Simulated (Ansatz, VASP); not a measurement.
## Rh in VASP and in Ansatz

INCAR

```
  ALGO = Normal
  EDIFF = 1E-8
  ENCUT = 520
  GGA = CA
  ISIF = 2
  ISMEAR = -1
  LASPH = T
  LCHARG = F
  LEFG = T
  LREAL = F
  LWAVE = F
  NBANDS = 14
  NELM = 80
  PREC = Accurate
  SIGMA = 0.03
```

Contents of KPOINTS:

```
k-points
0
Gamma
  16 16 16
```

The input POSCAR:

```
Rh
1.0
   -0.0190155000      1.8920422500      1.8920422500
    1.8920422500     -0.0190155000      1.8920422500
    1.8920422500      1.8920422500     -0.0190155000
Rh
1
Direct
    0.0000000000      0.0000000000      0.0000000000
```

Input for Ansatz:

```yaml
crystal:
  lattice:
    - [-0.0190155, 1.89204225, 1.89204225]
    - [1.89204225, -0.0190155, 1.89204225]
    - [1.89204225, 1.89204225, -0.0190155]
  atoms:
    - { symbol: Rh, position: [0.0, 0.0, 0.0] }
kpoints:
  mp_grid: { grid: [16, 16, 16] }
scf:
  occupations: { method: fermi_dirac, width: 0.03 }
hamiltonian:
  xc: lda
  pseudopotentials: { kind: paw }
output:
  forces: true
  stress: true
  eigenvalues: true
  efg: { contact_densities: true }
```

Change from the starting cell: equal xy, yz and zx shear strains of -1 %, PAW files.

Alike in both runs: task electric field gradients; functional LDA; k mesh 16 × 16 × 16; occupations fermi-dirac, width 0.03 eV; no spin polarisation.

|  | VASP | Ansatz |
| --- | --- | --- |
| version | VASP 6.6.1 | Ansatz 0.2.0 |
| potentials or method | VASP PAW LDA potentials, release 64 (Rh_pv) | PAW with Ansatz's default frozen-core files, scalar-relativistic |
| plane-wave cutoff (eV) | 520 | 420 |
| valence electrons in the cell | 15 | 17 |

Ansatz gave:

* pressure (GPa): -11.1
* traceless stress, the component that is largest in VASP (GPa): 1.95
* size of Vzz on the site where it differs most (V/Å²): 1.2

Q: Which values does VASP return?

A: Pressure (GPa): -10.3; traceless stress, the component that is largest in VASP (GPa): 1.96; size of Vzz on the site where it differs most (V/Å²): 2.8.

LDA's correlation is that of Perdew and Zunger in VASP and of Perdew and Wang (1992) in Ansatz. VASP's potentials hold 15 valence electrons a cell and Ansatz's 17, so a difference there can come from the potentials and not from the codes.
